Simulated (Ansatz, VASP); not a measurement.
## Te2Mo: VASP beside Ansatz

INCAR

```
SYSTEM = Te2Mo
ALGO = Normal
EDIFF = 1E-7
EDIFFG = -0.04
ENCUT = 600
GGA = PE
IBRION = 2
ISIF = 3
ISMEAR = 0
LASPH = .TRUE.
LCHARG = .FALSE.
LREAL = .FALSE.
LWAVE = .FALSE.
NELM = 60
NSW = 90
PREC = Accurate
SIGMA = 0.1
```

KPOINTS

```
k-points
0
G
  4 4 4
  0 0 0
```

File POSCAR:

```
Te2Mo
1.0
    0.0000000000      4.3280463014      4.3280463014
    4.3280463014      0.0000000000      4.3280463014
    4.3280463014      4.3280463014      0.0000000000
Te Mo
4 2
Direct
    0.6250000000      0.6250000000      0.6250000000
    0.1250000000      0.6250000000      0.6250000000
    0.6250000000      0.6250000000      0.1250000000
    0.6250000000      0.1250000000      0.6250000000
    0.0000000000      0.0000000000      0.0000000000
    0.2500000000      0.2500000000      0.2500000000
```

Input for Ansatz:

```yaml
crystal:
  lattice:
    - [0.0, 4.3280463014, 4.3280463014]
    - [4.3280463014, 0.0, 4.3280463014]
    - [4.3280463014, 4.3280463014, 0.0]
  atoms:
    - { symbol: Te, position: [0.625, 0.625, 0.625] }
    - { symbol: Te, position: [0.125, 0.625, 0.625] }
    - { symbol: Te, position: [0.625, 0.625, 0.125] }
    - { symbol: Te, position: [0.625, 0.125, 0.625] }
    - { symbol: Mo, position: [0.0, 0.0, 0.0] }
    - { symbol: Mo, position: [0.25, 0.25, 0.25] }
basis:
  ecutwfc: 420
kpoints:
  mp_grid: { grid: [4, 4, 4] }
hamiltonian:
  xc: pbe
scf:
  occupations: { method: gaussian, width: 0.1 }
  lower_state_search: "off"
output:
  forces: true
  stress: true
  eigenvalues: true
relax:
  adjacent_minimum: "off"
  f_tol: 0.04
  max_steps: 70
  cell: { stress_tol: 0.4 }
```

Alike in both runs: task relaxation of cell and atoms; functional PBE; k mesh 4 × 4 × 4; occupations gaussian, width 0.1 eV; no spin polarisation.

|  | VASP | Ansatz |
| --- | --- | --- |
| version | VASP 6.6.1 | Ansatz 0.2.0 |
| potentials or method | VASP PAW PBE potentials, release 64 (Te, Mo_sv), cutoff 600 eV | scalar-relativistic, plane waves, PAW |
| valence electrons in the cell | 52 | 92 |

VASP gave:

```
gap on the k mesh at the Fermi level, each at its own relaxed structure (eV) : none
relaxed volume (Å³/atom)                                                     : 24.77
relaxed length of the cell vector where the two differ most in proportion (Å)              : 5.946
```

Q: Estimate Ansatz's values.

A: gap on the k mesh at the Fermi level, each at its own relaxed structure (eV): none; relaxed volume (Å³/atom): 24.79; relaxed length of the cell vector where the two differ most in proportion (Å): 5.948.

A gap of «none» marks a metal or a gap that the smearing closes. VASP's potentials hold 52 valence electrons a cell and Ansatz's 92, so a difference there can come from the potentials and not from the codes.

Neither program's run includes spin-orbit coupling.
